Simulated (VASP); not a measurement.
# Co (P6_3/mmc) in VASP: notebook

The runs below take Co through single point, relaxation of the atoms, with PBE, LDA.

All numbers are computed with VASP 6.6.1; they aren't measurements. Logs are shortened: lines on timing, memory, paths and dates and some standing lists are left out, and cuts for length are marked.

**1. The cell of the first run**

Symmetry: P6_3/mmc, No. 194, hexagonal system. The conventional cell has a = 2.472 Å, b = 2.472 Å, c = 4.021 Å, α = 90.00°, β = 90.00°, γ = 120.00°. Within 3.3 Å of Co (site symmetry -6m2) lie 12 Co at 2.47 Å.

**2. Single point, PBE, collinear spin, ferromagnetic start**

Contents of INCAR:

```
SYSTEM = Co
ALGO     = Fast           ! electronic algorithm
EDIFF    = 1E-6           ! SCF threshold, eV
ENCUT    = 520            ! plane-wave cutoff, eV
GGA      = PE             ! functional
ISIF     = 2              ! what is computed and relaxed
ISMEAR   = 0              ! smearing method
ISPIN    = 2              ! spin polarisation
LASPH    = .True.         ! aspherical terms in the spheres
LCHARG   = .False.        ! write CHGCAR
LMAXMIX  = 4              ! l up to which the mixer works
LORBIT   = 11             ! projections on sites
LREAL    = .False.        ! projectors in reciprocal space
LWAVE    = .False.        ! write WAVECAR
MAGMOM   = 1.83 1.83      ! initial moments
NBANDS   = 20             ! bands
NELM     = 150            ! most SCF steps
PREC     = Accurate       ! precision mode
SIGMA    = 0.1            ! smearing width, eV
```

Contents of KPOINTS:

```
k-points
0
Gamma
  3 3 2
  0 0 0
```

Contents of POSCAR:

```
Co
1.0
    2.4719999032      0.0000000000      0.0000000000
   -1.2359999516      2.1408147143      0.0000000000
    0.0000000000      0.0000000000      4.0211440800
Co
2
Direct
    0.3333333333      0.6666666667      0.2500000000
    0.6666666667      0.3333333333      0.7500000000
```

Potentials or basis: VASP PAW PBE potentials, release 64 (Co).

Command:

```console
> cat potpaw_PBE.64/Co/POTCAR > POTCAR
> mpirun -np 1 vasp_std > vasp.out
```

OUTCAR:

```text
SYSTEM = Co
   EDIFF = 1E-6
   ENCUT = 520
   GGA = PE
   ISIF = 2
   ISMEAR = 0
   ISPIN = 2
   LASPH = .True.
   LORBIT = 11
   LREAL = .False.
   NELM = 150
   PREC = Accurate

 ion  position               nearest neighbor table
   1  0.333  0.667  0.250-   2 2.47   2 2.47   2 2.47   2 2.47   2 2.47   2 2.47
   2  0.667  0.333  0.750-   1 2.47   1 2.47   1 2.47   1 2.47   1 2.47   1 2.47

  LATTYP: Found a hexagonal cell.
 ALAT       =     2.4719999032
 C/A-ratio  =     1.6266764715

  Lattice vectors:

 A1 = (   2.4719999032,   0.0000000000,   0.0000000000)
 A2 = (  -1.2359999516,   2.1408147143,   0.0000000000)
 A3 = (   0.0000000000,   0.0000000000,   4.0211440800)

Analysis of symmetry for initial positions (statically):
=====================================================================
 Subroutine PRICEL returns:
 Original cell was already a primitive cell.

 Routine SETGRP: Setting up the symmetry group for a
 hexagonal supercell.

 Subroutine GETGRP returns: Found 24 space group operations
 (whereof 12 operations were pure point group operations)
 out of a pool of 24 trial point group operations.

The static configuration has the point symmetry D_3d.
 The point group associated with its full space group is D_6h.

Analysis of symmetry for dynamics (positions and initial velocities):
=====================================================================
 Subroutine PRICEL returns:
 Original cell was already a primitive cell.

 Routine SETGRP: Setting up the symmetry group for a
 hexagonal supercell.

 Subroutine GETGRP returns: Found 24 space group operations
 (whereof 12 operations were pure point group operations)
 out of a pool of 24 trial point group operations.

The dynamic configuration has the point symmetry D_3d.
 The point group associated with its full space group is D_6h.

Analysis of structural, dynamic, and magnetic symmetry:
=====================================================================
 Subroutine PRICEL returns:
 Original cell was already a primitive cell.

 Routine SETGRP: Setting up the symmetry group for a
 hexagonal supercell.

 Subroutine GETGRP returns: Found 24 space group operations
 (whereof 12 operations were pure point group operations)
 out of a pool of 24 trial point group operations.

The overall configuration has the point symmetry D_3d.
[... 99 lines left out ...]
   IMIX   =      4    mixing-type and parameters
     AMIX     =   0.40;   BMIX     =  1.00
     AMIX_MAG =   1.60;   BMIX_MAG =  1.00
  volume/ion in A,a.u.               =      10.64        71.80
  Fermi-wavevector in a.u.,A,eV,Ry     =   1.548246  2.925761 32.614055  2.397065
  Thomas-Fermi vector in A             =   2.653224
   LORBIT       =     11    0 simple, 1 ext, 2 COOP (PROOUT), +10 PAW based schemes
   GGA     = PE    functional components
   LHFCALC =     F    Hartree Fock is set to
   AEXX    =    0.0000 exact exchange contribution
   IVDW    =     0    specifies the selected vdW correction
   LEPSILON=     F    determine dielectric tensor
   LRPA    =     F    only Hartree local field effects (RPA)
 spin polarized calculation
 RMM-DIIS sequential band-by-band and
 Gauss-broadening in eV      SIGMA  =   0.10
  energy-cutoff  :      520.00
  volume of cell :       21.28
 maximum number of plane-waves:       578
 NGX is ok and might be reduce to    18
   NGX =  9   NGY =  9   NGZ = 15

 number of electron      17.9999990 magnetization       3.0056467

 Free energy of the ion-electron system (eV)
  ---------------------------------------------------
  ext. energy  EPLUGINS =         0.00000000
  ---------------------------------------------------
  free energy    TOTEN  =       -13.79979100 eV

  energy without entropy =      -13.78183572  energy(sigma->0) =      -13.79081336

 E-fermi :  10.3378     XC(G=0): -13.5270

 val. band max:       10.2801736698   @ k =   0.3333  -0.0000   0.5000
 cond. band min:      10.4562410930   @ k =   0.0000   0.0000   0.0000
 fundamental gap:      0.1760674233
 Fermi energy:        10.3378142750

 spin component 1

 k-point     1 :       0.0000    0.0000    0.0000
  band No.  band energies     occupation
      1       1.5499      1.00000
      2       5.2887      1.00000
      3       7.8346      1.00000
      4       7.8499      1.00000
      5       7.8499      1.00000
      6       8.1614      1.00000
[... 114 lines left out ...]
      6       7.5070      1.00000
[... 12 lines left out ...]
     19      34.2934      0.00000
     20      34.2934      0.00000
 Fermi energy:        10.3378142750

 spin component 2

 k-point     1 :       0.0000    0.0000    0.0000
  band No.  band energies     occupation
      1       1.4722      1.00000
      2       6.2186      1.00000
      3       9.3943      1.00000
      4       9.5297      1.00000
      5       9.5297      1.00000
      6       9.8980      1.00000
[... 127 lines left out ...]
     19      34.3117      0.00000
     20      34.3117      0.00000

------------------------ aborting loop because EDIFF is reached ----------------------------------------

  FORCE on cell =-STRESS in cart. coord.  units (eV):
  Direction    XX          YY          ZZ          XY          YZ          ZX
  --------------------------------------------------------------------------------------
  -------------------------------------------------------------------------------------
  Total        1.6979254      1.6979254     -1.0037852      0.0000000     -0.0000000      0.0000000
  in kB      127.8356640    127.8356640    -75.5743092      0.0000000     -0.0000000      0.0000000
  external PRESSURE =      60.0323396 kB  Pullay stress =       0.0000000 kB

 VOLUME and BASIS-vectors are now :
 -----------------------------------------------------------------------------
  energy-cutoff  :      520.00
  volume of cell :       21.28
      direct lattice vectors                 reciprocal lattice vectors
     2.471999903  0.000000000  0.000000000     0.404530760  0.233555943  0.000000000
    -1.235999952  2.140814714  0.000000000     0.000000000  0.467111887  0.000000000
     0.000000000  0.000000000  4.021144080     0.000000000  0.000000000  0.248685444

 POSITION                                       TOTAL-FORCE (eV/Angst)
 -----------------------------------------------------------------------------------
     -0.00000      1.42721      1.00529         0.000000      0.000000      0.000000
      1.23600      0.71360      3.01586        -0.000000     -0.000000      0.000000
 -----------------------------------------------------------------------------------
    total drift:                                0.000000     -0.000000     -0.000000

  FREE ENERGIE OF THE ION-ELECTRON SYSTEM (eV)
  ---------------------------------------------------
  free  energy   TOTEN  =       -13.7997910023 eV

  energy  without entropy=      -13.7818357237  energy(sigma->0) =      -13.79081336

 total charge

# of ion       s       p       d       tot
------------------------------------------
    1        0.494   0.561   7.252   8.308
    2        0.494   0.561   7.252   8.308
--------------------------------------------------
tot          0.988   1.123  14.504  16.615

 magnetization (x)

# of ion       s       p       d       tot
------------------------------------------
    1       -0.020  -0.078   1.628   1.530
    2       -0.020  -0.078   1.628   1.530
--------------------------------------------------
tot         -0.041  -0.155   3.256   3.060
```

OSZICAR:

```text
N       E                     dE             d eps       ncg     rms          rms(c)
DAV:   1     0.907581060178E+02    0.90758E+02   -0.80861E+03   496   0.121E+03
DAV:   2    -0.113068288132E+02   -0.10206E+03   -0.91775E+02   488   0.221E+02
DAV:   3    -0.159714254261E+02   -0.46646E+01   -0.44251E+01   576   0.573E+01
DAV:   4    -0.160355343056E+02   -0.64109E-01   -0.64058E-01   588   0.602E+00
DAV:   5    -0.160372714065E+02   -0.17371E-02   -0.17370E-02   564   0.945E-01    0.151E+01
RMM:   6    -0.142023533931E+02    0.18349E+01   -0.74574E+00   562   0.290E+01    0.781E+00
RMM:   7    -0.138651346999E+02    0.33722E+00   -0.85937E-01   564   0.102E+01    0.446E+00
RMM:   8    -0.138113698580E+02    0.53765E-01   -0.37447E-02   615   0.135E+00    0.177E+00
RMM:   9    -0.138003608174E+02    0.11009E-01   -0.10211E-02   638   0.566E-01    0.548E-01
RMM:  10    -0.137996036364E+02    0.75718E-03   -0.37743E-03   599   0.636E-01    0.198E-01
RMM:  11    -0.137997868654E+02   -0.18323E-03   -0.75745E-04   653   0.178E-01    0.663E-02
RMM:  12    -0.137997865478E+02    0.31762E-06   -0.11698E-04   622   0.106E-01    0.295E-02
RMM:  13    -0.137997914916E+02   -0.49439E-05   -0.51169E-05   732   0.373E-02    0.109E-02
RMM:  14    -0.137997910023E+02    0.48930E-06   -0.46275E-06   587   0.140E-02
   1 F= -.13799791E+02 E0= -.13790813E+02  d E =-.179553E-01  mag=     3.0054
```

It took 7 s on 1 thread of AMD EPYC 7R13 (Zen 3), shared host; peak memory 0.1 GiB.

What came out:

```yaml
Free_energy: -13.7998 eV
Pressure: 6.0 GPa
Net_moment: 3.01 μB per cell
Site_moments: Co +1.53 μB
Valence_electrons_inside_the_program's_atomic_spheres: Co 8.31
```

Caveat: the k points lie up to 0.98 Å⁻¹ apart.

**3. Single point, PBE, collinear spin, ferromagnetic start**

Contents of INCAR:

```
SYSTEM = Co
ALGO = Normal
EDIFF = 1E-6
ENCUT = 520
GGA = PE
ISIF = 2
ISMEAR = 0
ISPIN = 2
LASPH = .True.
LCHARG = .True.
LELF = .True.
LMAXMIX = 4
LORBIT = 11
LREAL = .False.
LVHAR = .True.
LWAVE = .False.
MAGMOM = 3 3
NBANDS = 20
NELM = 150
PREC = Accurate
SIGMA = 0.1
```

Contents of KPOINTS:

```
k-points
0
Gamma
  6 6 4
  0 0 0
```

Contents of POSCAR:

```
Co
1.0
    2.4719999032      0.0000000000      0.0000000000
   -1.2359999516      2.1408147143      0.0000000000
    0.0000000000      0.0000000000      4.0211440800
Co
2
Direct
    0.3333333300      0.6666666700      0.2500000000
    0.6666666700      0.3333333300      0.7500000000
```

Potentials or basis: VASP PAW PBE potentials, release 64 (Co).

Command:

```console
> cat potpaw_PBE.64/Co/POTCAR > POTCAR
> mpirun -np 1 vasp_std > vasp.out
```

OUTCAR:

```text
SYSTEM = Co
   EDIFF = 1E-6
   ENCUT = 520
   GGA = PE
   ISIF = 2
   ISMEAR = 0
   ISPIN = 2
   LASPH = .True.
   LORBIT = 11
   LREAL = .False.
   NELM = 150
   PREC = Accurate

 ion  position               nearest neighbor table
   1  0.333  0.667  0.250-   2 2.47   2 2.47   2 2.47   2 2.47   2 2.47   2 2.47
   2  0.667  0.333  0.750-   1 2.47   1 2.47   1 2.47   1 2.47   1 2.47   1 2.47

  LATTYP: Found a hexagonal cell.
 ALAT       =     2.4719999032
 C/A-ratio  =     1.6266764715

  Lattice vectors:

 A1 = (   2.4719999032,   0.0000000000,   0.0000000000)
 A2 = (  -1.2359999516,   2.1408147143,   0.0000000000)
[... 1177 lines left out ...]
 VOLUME and BASIS-vectors are now :
 -----------------------------------------------------------------------------
  energy-cutoff  :      520.00
  volume of cell :       21.28
      direct lattice vectors                 reciprocal lattice vectors
     2.471999903  0.000000000  0.000000000     0.404530760  0.233555943  0.000000000
    -1.235999952  2.140814714  0.000000000     0.000000000  0.467111887  0.000000000
     0.000000000  0.000000000  4.021144080     0.000000000  0.000000000  0.248685444

 POSITION                                       TOTAL-FORCE (eV/Angst)
 -----------------------------------------------------------------------------------
     -0.00000      1.42721      1.00529        -0.000000     -0.000000      0.000000
      1.23600      0.71360      3.01586         0.000000      0.000000      0.000000
 -----------------------------------------------------------------------------------
    total drift:                                0.000000     -0.000000     -0.000000

  FREE ENERGIE OF THE ION-ELECTRON SYSTEM (eV)
  ---------------------------------------------------
  free  energy   TOTEN  =       -14.0973796186 eV

  energy  without entropy=      -14.0875121952  energy(sigma->0) =      -14.09244591

 total charge

# of ion       s       p       d       tot
------------------------------------------
    1        0.496   0.534   7.283   8.313
    2        0.496   0.534   7.283   8.313
--------------------------------------------------
tot          0.993   1.067  14.566  16.626

 magnetization (x)

# of ion       s       p       d       tot
------------------------------------------
    1       -0.016  -0.050   1.660   1.594
    2       -0.016  -0.050   1.660   1.594
--------------------------------------------------
tot         -0.032  -0.099   3.319   3.188
```

Run time: 14 s. Hardware: 1 thread of AMD EPYC 7R13 (Zen 3), shared host; peak memory 0.11 GiB.

What came out:

```yaml
Free_energy: -14.0974 eV
Pressure: 3.2 GPa
Net_moment: 3.16 μB per cell
Site_moments: Co +1.59 μB
Valence_electrons_inside_the_program's_atomic_spheres: Co 8.31
```

Caveat: the k points lie up to 0.49 Å⁻¹ apart.

**4. Relaxation of the atoms, PBE, collinear spin, ferromagnetic start**

Contents of INCAR:

```
PREC = Accurate
ENCUT = 520
EDIFF = 1E-6
ISMEAR = 0
SIGMA = 0.1
LREAL = False
LASPH = True
NELM = 150
ALGO = Fast
ISIF = 2
LWAVE = False
LCHARG = False
ISPIN = 2
MAGMOM = 1.83 1.83
LORBIT = 11
LMAXMIX = 4
GGA = PE
IBRION = 2
NSW = 30
EDIFFG = -0.05
```

Contents of KPOINTS:

```
regular mesh
0
Gamma
  3 3 2
```

Contents of POSCAR:

```
Co
1.0
    2.4719999032      0.0000000000      0.0000000000
   -1.2359999516      2.1408147143      0.0000000000
    0.0000000000      0.0000000000      4.0211440800
Co
2
Direct
    0.3333333333      0.6666666667      0.2500000000
    0.6666666667      0.3333333333      0.7500000000
```

Command:

```console
> cat potpaw_PBE.64/Co/POTCAR > POTCAR
> mpirun -np 1 vasp_std > vasp.out
```

Run time: 6.1 s. Hardware: 1 thread of AMD EPYC 7R13 (Zen 3), shared host; peak memory 0.1 GiB.

It converged, with:

```yaml
Free_energy: -13.7998 eV
Pressure_after_relaxing: 6.0 GPa
Net_moment: 3.01 μB per cell
Site_moments: Co +1.53 μB
Valence_electrons_inside_the_program's_atomic_spheres: Co 8.31
```

Stress tensor (GPa, compression positive):
```
12.80  0.00  0.00
 0.00 12.80  0.00
 0.00  0.00 -7.54
```

Final structure:
```cif
data_structure
_symmetry_space_group_name_H-M 'P 1'
_symmetry_Int_Tables_number 1
_cell_length_a 2.4720
_cell_length_b 2.4720
_cell_length_c 4.0211
_cell_angle_alpha 90.000
_cell_angle_beta 90.000
_cell_angle_gamma 120.000
_cell_volume 21.28
loop_
_atom_site_label
_atom_site_type_symbol
_atom_site_fract_x
_atom_site_fract_y
_atom_site_fract_z
_atom_site_occupancy
Co1 Co 0.33333 0.66667 0.25000 1
Co2 Co 0.66667 0.33333 0.75000 1
```

Levels at points of the mesh, in eV from the Fermi level:
Spin up:
```csv
k point,band 6,band 7,band 8,band 9,band 10,band 11,band 12,band 13,band 14,band 15
"(0.00, 0.00, 0.00)",-2.18,-2.18,-1.69,-1.69,-0.59,-0.59,0.12,6.62,22.47,25.56
"(0.00, 0.00, 0.50)",-2.54,-2.54,-2.54,-0.92,-0.92,-0.92,-0.92,15.31,15.31,23.19
```
Spin down:
```tsv
k point	band 5	band 6	band 7	band 8	band 9	band 10	band 11	band 12
(0.00, 0.00, 0.00)	-0.81	-0.44	-0.44	-0.13	-0.13	-0.11	1.09	1.09
(0.00, 0.00, 0.50)	-0.89	-0.89	-0.89	-0.89	0.77	0.77	0.77	0.77
```

Caveat: the k points lie up to 0.98 Å⁻¹ apart; the relaxation stopped at its first step, so nothing moved.

**5. Single point, PBE, collinear spin, ferromagnetic start**

Contents of INCAR:

```
ALGO = Normal
EDIFF = 1E-6
ENCUT = 600
GGA = PE
GGA_COMPAT = F
ISIF = 2
ISMEAR = 0
ISPIN = 2
LASPH = T
LCHARG = F
LMAXMIX = 4
LORBIT = 11
LREAL = F
LWAVE = F
MAGMOM = 1.83 1.83
NBANDS = 20
NELM = 200
PREC = Accurate
SIGMA = 0.1
```

Contents of KPOINTS:

```
k-points
0
Gamma
  3 3 1
```

Contents of POSCAR:

```
Co
1.0
    2.4719999032      0.0000000000      0.0000000000
   -1.2359999516      2.1408147143      0.0000000000
    0.0000000000      0.0000000000      4.0211440800
Co
2
Direct
    1.2173333333      1.3966666667      0.9340000000
    1.5506666667      1.0633333333      1.4340000000
```

Command:

```console
> cat potpaw_PBE.64/Co/POTCAR > POTCAR
> mpirun -np 1 vasp_std > vasp.out
```

Run time: 5.6 s. Hardware: 1 thread of Intel Xeon 6975P-C (Granite Rapids), shared host; peak memory 0.13 GiB.

Results (log left out):

```
Free energy                                           : -14.5923 eV
Pressure                                              : 4.0 GPa
Net moment                                            : 3.68 μB per cell
Site moments                                          : Co +1.85 μB
Valence electrons inside the program's atomic spheres : Co 8.32
```

Stress tensor (GPa, compression positive):
```
5.84 0.00 0.00
0.00 5.84 0.00
0.00 0.00 0.44
```

Levels at points of the mesh, in eV from the Fermi level:
Spin up:
```csv
k point,band 7,band 8,band 9,band 10,band 11,band 12,band 13,band 14,band 15,band 16
"(0.00, 0.00, 0.00)",-2.41,-1.82,-1.82,-0.71,-0.71,-0.01,6.42,22.23,25.10,25.10
```
Spin down:
```csv
k point,band 5,band 6,band 7,band 8,band 9,band 10
"(0.00, 0.00, 0.00)",-0.74,-0.38,-0.38,-0.16,0.04,0.04
```

Caveat: the k points lie up to 1.56 Å⁻¹ apart.

(Part 1 of 2 ends here.)
